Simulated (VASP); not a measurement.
Input of a VASP 6.6.1 run:

The input INCAR:

```
PREC = Accurate
ENCUT = 520
EDIFF = 1E-6
ISMEAR = 0
SIGMA = 0.014
LREAL = False
LASPH = True
NELM = 80
ALGO = Normal
ISIF = 2
LWAVE = False
LCHARG = False
GGA = PE
NBANDS = 18
```

Contents of KPOINTS:

```
Automatic mesh
0
Gamma
  7 7 7
```

File POSCAR:

```
BiS
1.0
    4.0029443400      0.0000000000      0.0000000000
    0.0000000000      4.0029443400      0.0000000000
    0.0000000000      0.0000000000      4.0029443400
Bi S
1 1
Direct
    0.5000000000      0.5000000000      0.5000000000
    0.0000000000      0.0000000000      0.0000000000
```

Potentials or basis: VASP PAW PBE potentials, release 64 (Bi_d, S).

The run is started by

```bash
$ cat potpaw_PBE.64/Bi_d/POTCAR potpaw_PBE.64/S/POTCAR > POTCAR
$ mpirun -np 1 vasp_std > vasp.out
```

Task: Predict the pressure.

Result: -10.9 GPa.
